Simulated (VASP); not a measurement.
# KI (Fm-3m) in VASP: a series of runs

Runs on KI. Level: PBEsol. Tasks: vibrations by perturbation theory.

Program: VASP 6.6.1. These are calculated values, not measurements. Logs are shortened: lines on timing, memory, paths and dates and some standing lists are left out, and cuts for length are marked.

## 1. The cell of the first run

Symmetry: Fm-3m, No. 225, cubic system. The conventional cell has a = 7.005 Å, b = 7.005 Å, c = 7.005 Å, α = 90.00°, β = 90.00°, γ = 90.00°. Within 4.6 Å of K (site symmetry m-3m) lie 6 I at 3.50 Å. Within 4.6 Å of I (site symmetry m-3m) lie 6 K at 3.50 Å.

## 2. Vibrations by perturbation theory, PBEsol

INCAR reads:

```
SYSTEM = KI
ALGO = Normal
EDIFF = 1E-8
ENCUT = 520
GGA = PS
IBRION = 8
ISIF = 2
ISMEAR = 0
LASPH = .TRUE.
LCHARG = .FALSE.
LEPSILON = .TRUE.
LREAL = .FALSE.
LWAVE = .FALSE.
NBANDS = 15
NELM = 100
NSW = 1
PREC = Accurate
SIGMA = 0.01
```

KPOINTS reads:

```
k-points
0
G
  6 6 6
  0 0 0
```

POSCAR reads:

```
KI
1.0
    0.0000000000      3.5024806219      3.5024806219
    3.5024806219      0.0000000000      3.5024806219
    3.5024806219      3.5024806219      0.0000000000
K I
1 1
Direct
    0.0000000000      0.0000000000      0.0000000000
    0.5000000000      0.5000000000      0.5000000000
```

Potentials or basis: VASP PAW PBE potentials, release 64 (K_sv, I).

Launch:

```console
$ cat potpaw_PBE.64/K_sv/POTCAR potpaw_PBE.64/I/POTCAR > POTCAR
$ mpirun -np 1 vasp_std > vasp.out
```

OUTCAR:

```text
SYSTEM = KI
   EDIFF = 1E-8
   ENCUT = 520
   GGA = PS
   IBRION = 8
   ISIF = 2
   ISMEAR = 0
   LASPH = .TRUE.
   LEPSILON = .TRUE.
   LREAL = .FALSE.
   NELM = 100
   NSW = 1
   PREC = Accurate

 ion  position               nearest neighbor table
   1  0.000  0.000  0.000-   2 3.50   2 3.50   2 3.50   2 3.50   2 3.50   2 3.50
   2  0.500  0.500  0.500-   1 3.50   1 3.50   1 3.50   1 3.50   1 3.50   1 3.50

  LATTYP: Found a face centered cubic cell.
 ALAT       =     7.0049612438

  Lattice vectors:

 A1 = (   0.0000000000,   3.5024806219,   3.5024806219)
 A2 = (   3.5024806219,   0.0000000000,   3.5024806219)
 A3 = (   3.5024806219,   3.5024806219,   0.0000000000)

Analysis of symmetry for initial positions (statically):
=====================================================================
 Subroutine PRICEL returns:
 Original cell was already a primitive cell.

 Routine SETGRP: Setting up the symmetry group for a
 face centered cubic supercell.

 Subroutine GETGRP returns: Found 48 space group operations
 (whereof 48 operations were pure point group operations)
 out of a pool of 48 trial point group operations.

The static configuration has the point symmetry O_h .

Analysis of symmetry for dynamics (positions and initial velocities):
=====================================================================
 Subroutine PRICEL returns:
 Original cell was already a primitive cell.

 Routine SETGRP: Setting up the symmetry group for a
 face centered cubic supercell.

 Subroutine GETGRP returns: Found 48 space group operations
 (whereof 48 operations were pure point group operations)
 out of a pool of 48 trial point group operations.

The dynamic configuration has the point symmetry O_h .

 Subroutine INISYM returns: Found 48 space group operations
 (whereof 48 operations are pure point group operations),
[... 510 lines left out ...]
     0.00289 -0.00000 -0.00000
     0.00000  0.00071  0.00000
    -0.00000  0.00000  0.00071

 MACROSCOPIC STATIC DIELECTRIC TENSOR (including local field effects in DFT)
 ------------------------------------------------------
           2.957068     0.000000     0.000000
          -0.000000     2.957068     0.000000
          -0.000000     0.000000     2.957068
 ------------------------------------------------------

 PIEZOELECTRIC TENSOR (including local field effects)  for field in x, y, z        (e  Angst)
          XX          YY          ZZ          XY          YZ          ZX
  --------------------------------------------------------------------------------
  x     0.00000     0.00000     0.00000     0.00000     0.00000     0.00000
  y     0.00000     0.00000     0.00000     0.00000     0.00000     0.00000
  z     0.00000     0.00000     0.00000     0.00000     0.00000     0.00000

 PIEZOELECTRIC TENSOR (including local field effects)  for field in x, y, z        (C/m^2)
          XX          YY          ZZ          XY          YZ          ZX
  --------------------------------------------------------------------------------
  x     0.00000     0.00000     0.00000     0.00000     0.00000     0.00000
  y     0.00000     0.00000     0.00000     0.00000     0.00000     0.00000
  z     0.00000     0.00000     0.00000     0.00000     0.00000     0.00000

 BORN EFFECTIVE CHARGES (including local field effects) (in |e|, cummulative output)
 ---------------------------------------------------------------------------------
 ion    1
    1     1.13436    -0.00000     0.00000
    2    -0.00000     1.13436     0.00000
    3     0.00000    -0.00000     1.13436
 ion    2
    1    -1.13436     0.00000    -0.00000
    2     0.00000    -1.13436    -0.00000
    3    -0.00000     0.00000    -1.13436

 INTERNAL STRAIN TENSOR FOR ION    2 for displacements in x,y,z  (eV/Angst):
          X           Y           Z          XY          YZ          ZX
  --------------------------------------------------------------------------------
  x     0.00000     0.00000     0.00000     0.00000     0.00000     0.00000
  y     0.00000     0.00000     0.00000     0.00000     0.00000     0.00000
  z     0.00000     0.00000     0.00000     0.00000     0.00000     0.00000

 SECOND DERIVATIVES (NOT SYMMETRIZED)
 ------------------------------------
               1X          1Y          1Z          2X          2Y          2Z
  1X    -1.096572    0.000000    0.000000    1.096572    0.000000    0.000000
  1Y     0.000000   -1.096572    0.000000    0.000000    1.096572    0.000000
  1Z     0.000000    0.000000   -1.096572    0.000000    0.000000    1.096572
  2X     1.096962    0.000000    0.000000   -1.096962    0.000000    0.000000
  2Y     0.000000    1.096962    0.000000    0.000000   -1.096962    0.000000
  2Z     0.000000    0.000000    1.096962    0.000000    0.000000   -1.096962

 Eigenvectors and eigenvalues of the dynamical matrix
 ----------------------------------------------------

   1 f  =    2.994534 THz    18.815212 2PiTHz   99.886905 cm-1    12.384392 meV
             X         Y         Z           dx          dy          dz
      0.000000  0.000000  0.000000     0.874305   -0.000000    0.000000
      3.502481  3.502481  3.502481    -0.485377    0.000000    0.000000
[... 21 lines left out ...]
   6 f/i=    0.000225 THz     0.001417 2PiTHz    0.007522 cm-1     0.000933 meV
             X         Y         Z           dx          dy          dz
      0.000000  0.000000  0.000000    -0.195588    0.435893   -0.085636
      3.502481  3.502481  3.502481    -0.352311    0.785170   -0.154255

--------------------------------------------------------------------------------------------------------

 MACROSCOPIC STATIC DIELECTRIC TENSOR IONIC CONTRIBUTION
 ------------------------------------------------------
           2.470561    -0.000000     0.000000
          -0.000000     2.470561    -0.000000
           0.000000    -0.000000     2.470561
 ------------------------------------------------------

 ELASTIC MODULI CONTR FROM IONIC RELAXATION (kBar)
 Direction    XX          YY          ZZ          XY          YZ          ZX
 --------------------------------------------------------------------------------
 XX           0.0000      0.0000      0.0000      0.0000      0.0000      0.0000
 YY           0.0000      0.0000      0.0000      0.0000      0.0000      0.0000
 ZZ           0.0000      0.0000      0.0000      0.0000      0.0000      0.0000
 XY           0.0000      0.0000      0.0000      0.0000      0.0000      0.0000
 YZ           0.0000      0.0000      0.0000      0.0000      0.0000      0.0000
 ZX           0.0000      0.0000      0.0000      0.0000      0.0000      0.0000
 --------------------------------------------------------------------------------

 PIEZOELECTRIC TENSOR IONIC CONTR  for field in x, y, z        (C/m^2)
          XX          YY          ZZ          XY          YZ          ZX
  --------------------------------------------------------------------------------
  x     0.00000     0.00000     0.00000     0.00000     0.00000     0.00000
  y     0.00000     0.00000     0.00000     0.00000     0.00000     0.00000
  z     0.00000     0.00000     0.00000     0.00000     0.00000     0.00000
```

OSZICAR:

```text
N       E                     dE             d eps       ncg     rms          rms(c)
DAV:   1     0.872035933574E+02    0.87204E+02   -0.64844E+03   480   0.904E+02
DAV:   2    -0.532893255874E+00   -0.87736E+02   -0.82556E+02   620   0.212E+02
DAV:   3    -0.563859867174E+01   -0.51057E+01   -0.50868E+01   693   0.452E+01
[... 253 lines left out ...]
RMM:  12    -0.866307977807E-01    0.37745E-07    0.87312E-07  2025   0.891E-05    0.240E-05
RMM:  13    -0.866307910239E-01    0.67568E-08    0.11529E-07  2092   0.652E-05    0.128E-05
RMM:  14    -0.866307682824E-01    0.22741E-07    0.36078E-07  2095   0.557E-05    0.762E-06
RMM:  15    -0.866307502558E-01    0.18027E-07    0.12046E-07  1977   0.516E-05    0.219E-06
RMM:  16    -0.866307471443E-01    0.31115E-08    0.10820E-07  1734   0.493E-05    0.144E-06
RMM:  17    -0.866307427299E-01    0.44144E-08    0.85186E-08  1399   0.487E-05    0.171E-07
 Linear response finished
```

stdout:

```text
POSCAR found type information on POSCAR K I
 POSCAR found :  2 types and       2 ions
 scaLAPACK will be used
 -----------------------------------------------------------------------------
|                                                                             |
|                                                                             |
[... 39 lines left out ...]
 first order change of Fermi-energy   0.13880E-04
 force on displaced ion       1 direction 1 :  -1.097   0.000   0.000
 Born effective charge ion    1 direction 1 :   1.134   0.000   0.000
 Linear response progress:
 first order change of Fermi-energy   0.20422E-03
 force on displaced ion       2 direction 1 :  -1.097   0.000   0.000
 Born effective charge ion    2 direction 1 :  -1.135   0.000   0.000
 Born effective charges drift removed
 Linear response finished
```

It took 19 min on 1 thread of Intel Xeon Platinum 8259CL at 2.50GHz (Skylake/Cascade Lake), shared host; peak memory 0.35 GiB.

Results:

```
Electronic dielectric tensor (diagonal)                 : 2.96
Born charges (mean of the diagonal)                     : K +1.13; I -1.13 e
Highest phonon frequency at Γ, LO-TO splitting left out : 100 cm⁻¹
```

Phonon frequencies in cm⁻¹ (negative: imaginary):
```tsv
q point	frequencies
(0.000, 0.000, 0.000)	0 0 0 100 100 100
```

Electronic dielectric tensor:
```
2.96 0.00 0.00
0.00 2.96 0.00
0.00 0.00 2.96
```

Born effective charge tensors (e):
atom 1, K
```
1.13 0.00 0.00
0.00 1.13 0.00
0.00 0.00 1.13
```
atom 2, I
```
-1.13  0.00  0.00
 0.00 -1.13  0.00
 0.00  0.00 -1.13
```

Caveat: the PAW data sets were made with another functional, which shifts forces and pressure a little; spin-orbit coupling is left out, which moves the levels of the heavy elements.

## 3. Vibrations by perturbation theory, PBEsol (43.83 Å³/atom)

This run uses another cell than the first one, of 43.83 Å³/atom.

INCAR reads:

```
SYSTEM = KI
PREC = Accurate
ENCUT = 520
EDIFF = 1E-8
ISMEAR = 0
SIGMA = 0.01
LREAL = .FALSE.
LASPH = .TRUE.
NELM = 100
ALGO = Normal
ISIF = 2
LWAVE = .FALSE.
LCHARG = .FALSE.
GGA = PS
NBANDS = 15
IBRION = 8
NSW = 1
```

KPOINTS reads:

```
Automatic mesh
0
G
  6 6 6
  0 0 0
```

POSCAR reads:

```
KI
1.0
    0.0000000000      3.5256765338      3.5256765338
    3.5256765338      0.0000000000      3.5256765338
    3.5256765338      3.5256765338      0.0000000000
K I
1 1
Direct
    0.0000000000      0.0000000000      0.0000000000
    0.5000000000      0.5000000000      0.5000000000
```

Potentials or basis: VASP PAW PBE potentials, release 64 (K_sv, I).

Launch:

```console
$ cat potpaw_PBE.64/K_sv/POTCAR potpaw_PBE.64/I/POTCAR > POTCAR
$ mpirun -np 1 vasp_std > vasp.out
```

OUTCAR:

```text
SYSTEM = KI
   PREC = Accurate
   ENCUT = 520
   EDIFF = 1E-8
   ISMEAR = 0
   LREAL = .FALSE.
   LASPH = .TRUE.
   NELM = 100
   ISIF = 2
   GGA = PS
   IBRION = 8
   NSW = 1

 ion  position               nearest neighbor table
   1  0.000  0.000  0.000-   2 3.53   2 3.53   2 3.53   2 3.53   2 3.53   2 3.53
   2  0.500  0.500  0.500-   1 3.53   1 3.53   1 3.53   1 3.53   1 3.53   1 3.53

  LATTYP: Found a face centered cubic cell.
 ALAT       =     7.0513530676

  Lattice vectors:

 A1 = (   0.0000000000,   3.5256765338,   3.5256765338)
 A2 = (   3.5256765338,   0.0000000000,   3.5256765338)
 A3 = (   3.5256765338,   3.5256765338,   0.0000000000)

Analysis of symmetry for initial positions (statically):
=====================================================================
 Subroutine PRICEL returns:
 Original cell was already a primitive cell.

 Routine SETGRP: Setting up the symmetry group for a
 face centered cubic supercell.

 Subroutine GETGRP returns: Found 48 space group operations
 (whereof 48 operations were pure point group operations)
 out of a pool of 48 trial point group operations.

The static configuration has the point symmetry O_h .

Analysis of symmetry for dynamics (positions and initial velocities):
=====================================================================
 Subroutine PRICEL returns:
 Original cell was already a primitive cell.
[... 466 lines left out ...]
      0.00000      0.00000      0.00000         0.000000     -0.000000     -0.000000
      3.52568      3.52568      3.52568         0.000000      0.000000      0.000000
 -----------------------------------------------------------------------------------
    total drift:                                0.000000     -0.000000     -0.000000

  FREE ENERGIE OF THE ION-ELECTRON SYSTEM (eV)
  ---------------------------------------------------
  free  energy   TOTEN  =        -5.8153166986 eV

  energy  without entropy=       -5.8153166986  energy(sigma->0) =       -5.81531670

[... ionic steps 2 to 3 ...]

--------------------------------------- Ionic step        4  -------------------------------------------

------------------------ aborting loop because EDIFF is reached ----------------------------------------

[... ionic steps 5 to 6 ...]

--------------------------------------- Ionic step        7  -------------------------------------------

 Free energy of the ion-electron system (eV)
  ---------------------------------------------------
  ---------------------------------------------------
  free energy    TOTEN  =        -0.08677549 eV

  energy without entropy =       -0.08677549

------------------------ aborting loop because EDIFF is reached ----------------------------------------

 INTERNAL STRAIN TENSOR  FOR ION    2  DIRECTION 1   (eV/Angst):
 -----------------------------------------------------------------------------
     0.00222  0.00000  0.00000
     0.00000  0.00067  0.00000
     0.00000  0.00000  0.00067

 INTERNAL STRAIN TENSOR FOR ION    2 for displacements in x,y,z  (eV/Angst):
          X           Y           Z          XY          YZ          ZX
  --------------------------------------------------------------------------------
  x     0.00000     0.00000     0.00000     0.00000     0.00000     0.00000
  y     0.00000     0.00000     0.00000     0.00000     0.00000     0.00000
  z     0.00000     0.00000     0.00000     0.00000     0.00000     0.00000

 SECOND DERIVATIVES (NOT SYMMETRIZED)
 ------------------------------------
               1X          1Y          1Z          2X          2Y          2Z
  1X    -0.995356    0.000000    0.000000    0.995356    0.000000    0.000000
  1Y     0.000000   -0.995356    0.000000    0.000000    0.995356    0.000000
  1Z     0.000000    0.000000   -0.995356    0.000000    0.000000    0.995356
  2X     0.994931    0.000000    0.000000   -0.994931    0.000000    0.000000
  2Y     0.000000    0.994931    0.000000    0.000000   -0.994931    0.000000
  2Z     0.000000    0.000000    0.994931    0.000000    0.000000   -0.994931

 Eigenvectors and eigenvalues of the dynamical matrix
 ----------------------------------------------------

   1 f  =    2.852725 THz    17.924199 2PiTHz   95.156661 cm-1    11.797917 meV
             X         Y         Z           dx          dy          dz
      0.000000  0.000000  0.000000     0.874385   -0.000000    0.000000
      3.525677  3.525677  3.525677    -0.485232    0.000000    0.000000
[... 21 lines left out ...]
   6 f/i=    0.000258 THz     0.001623 2PiTHz    0.008615 cm-1     0.001068 meV
             X         Y         Z           dx          dy          dz
      0.000000  0.000000  0.000000     0.250131   -0.413056   -0.047638
      3.525677  3.525677  3.525677     0.450735   -0.744324   -0.085844

--------------------------------------------------------------------------------------------------------

 ELASTIC MODULI CONTR FROM IONIC RELAXATION (kBar)
 Direction    XX          YY          ZZ          XY          YZ          ZX
 --------------------------------------------------------------------------------
 XX           0.0000      0.0000      0.0000      0.0000      0.0000      0.0000
 YY           0.0000      0.0000      0.0000      0.0000      0.0000      0.0000
 ZZ           0.0000      0.0000      0.0000      0.0000      0.0000      0.0000
 XY           0.0000      0.0000      0.0000      0.0000      0.0000      0.0000
 YZ           0.0000      0.0000      0.0000      0.0000      0.0000      0.0000
 ZX           0.0000      0.0000      0.0000      0.0000      0.0000      0.0000
 --------------------------------------------------------------------------------
```

OSZICAR:

```text
N       E                     dE             d eps       ncg     rms          rms(c)
DAV:   1     0.890309291051E+02    0.89031E+02   -0.65237E+03   480   0.910E+02
DAV:   2    -0.334151944041E-01   -0.89064E+02   -0.83663E+02   606   0.213E+02
DAV:   3    -0.556497622637E+01   -0.55316E+01   -0.55083E+01   655   0.466E+01
[... 56 lines left out ...]
RMM:  14    -0.867755167645E-01    0.21636E-07    0.34071E-08  2051   0.452E-05    0.778E-06
RMM:  15    -0.867754954704E-01    0.21294E-07   -0.11976E-07  1889   0.418E-05    0.715E-07
RMM:  16    -0.867754952334E-01    0.23705E-09   -0.12981E-07  1768   0.389E-05    0.110E-06
RMM:  17    -0.867754922181E-01    0.30152E-08   -0.14928E-07  1361   0.381E-05    0.333E-07
RMM:  18    -0.867754919253E-01    0.29284E-09   -0.15759E-07  1153   0.378E-05    0.255E-07
RMM:  19    -0.867754912568E-01    0.66852E-09   -0.15973E-07  1048   0.377E-05    0.934E-08
 Linear response finished
```

stdout:

```text
POSCAR found type information on POSCAR K I
 POSCAR found :  2 types and       2 ions
 scaLAPACK will be used
 -----------------------------------------------------------------------------
|                                                                             |
|                                                                             |
|     You enforced a specific xc type in the INCAR file but a different       |
|     I HOPE YOU KNOW WHAT YOU ARE DOING!                                     |
|                                                                             |
 -----------------------------------------------------------------------------

 LDA part: xc-table for (Slater+PW92), standard interpolation
 POSCAR, INCAR and KPOINTS ok, starting setup
 FFT: planning ... GRIDC
 FFT: planning ... GRID_SOFT
 FFT: planning ... GRID
 WAVECAR not read
 entering main loop
 Linear response reoptimize wavefunctions to high precision
 Linear response DOF=           2
 Linear response progress:
 first order change of Fermi-energy   0.11025E-04
 force on displaced ion       1 direction 1 :  -0.995   0.000   0.000
 Linear response progress:
 first order change of Fermi-energy   0.22232E-03
 force on displaced ion       2 direction 1 :  -0.995   0.000   0.000
 Linear response finished
```

Wall time 5.9 min (1 thread of Intel Xeon Platinum 8259CL at 2.50GHz (Skylake/Cascade Lake), shared host); peak memory 0.34 GiB.

What came out:

```
Highest phonon frequency at Γ, LO-TO splitting left out : 95 cm⁻¹
```

Phonon frequencies in cm⁻¹ (negative: imaginary):
```
              q point     frequencies
(0.000, 0.000, 0.000)  0 0 0 95 95 95
```

Caveat: the PAW data sets were made with another functional, which shifts forces and pressure a little; spin-orbit coupling is left out, which moves the levels of the heavy elements.
